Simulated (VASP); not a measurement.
Set up this calculation in VASP 6.6.1, as the native input.

```
Task                   : single point
Functional             : PBE
Potentials or basis    : VASP PAW PBE potentials, release 64 (Si, C)
Cutoff                 : 600 eV
k mesh                 : 2 × 2 × 2
Occupations            : fermi-dirac, width 0.02 eV
Spin                   : no spin polarisation
Dipole correction      : no
Further INCAR settings : ALGO = Normal; EDIFF = 1e-06; NBANDS = 46
```

The structure of SiC lies in POSCAR:

```
SiC
1.0
    0.0000000000      4.3580000000      4.3580000000
    4.3580000000      0.0000000000      4.3580000000
    4.3580000000      4.3580000000      0.0000000000
Si C
8 8
Direct
    0.0000000000      0.0000000000      0.0000000000
    0.0000000000      0.0000000000      0.5000000000
    0.0000000000      0.5000000000      0.0000000000
    0.0000000000      0.5000000000      0.5000000000
    0.5000000000      0.0000000000      0.0000000000
    0.5000000000      0.0000000000      0.5000000000
    0.5000000000      0.5000000000      0.0000000000
    0.5000000000      0.5000000000      0.5000000000
    0.1250000000      0.1250000000      0.1250000000
    0.1250000000      0.1250000000      0.6250000000
    0.1250000000      0.6250000000      0.1250000000
    0.1250000000      0.6250000000      0.6250000000
    0.6250000000      0.1250000000      0.1250000000
    0.6250000000      0.1250000000      0.6250000000
    0.6250000000      0.6250000000      0.1250000000
    0.6250000000      0.6250000000      0.6250000000
```

The input as run:

INCAR

```
SYSTEM = SiC
PREC = Accurate ; ENCUT = 600
EDIFF = 1E-6 ; ISMEAR = -1
SIGMA = 0.02 ; LREAL = .False.
LASPH = .True. ; NELM = 120
ALGO = Normal ; ISIF = 2
LWAVE = .False. ; LCHARG = .True.
GGA = PE ; LELF = .True.
LVHAR = .True. ; NBANDS = 46
GGA_COMPAT = .False.
```

KPOINTS

```
regular mesh
0
Gamma
  2 2 2
  0 0 0
```

Potentials or basis: VASP PAW PBE potentials, release 64 (Si, C).

Command:

```console
$ cat potpaw_PBE.64/Si/POTCAR potpaw_PBE.64/C/POTCAR > POTCAR
$ mpirun -np 1 vasp_std > vasp.out
```

Results of the run:

```json
{"Pressure": "3.5 GPa", "Band gap on the k mesh": "1.31 eV"}
```

Caveat: the k points lie up to 0.62 Å⁻¹ apart.

It took 44 s on 1 thread of AMD EPYC 7R13 Processor (Zen 3), with other jobs on the host, peak memory 0.3 GiB.
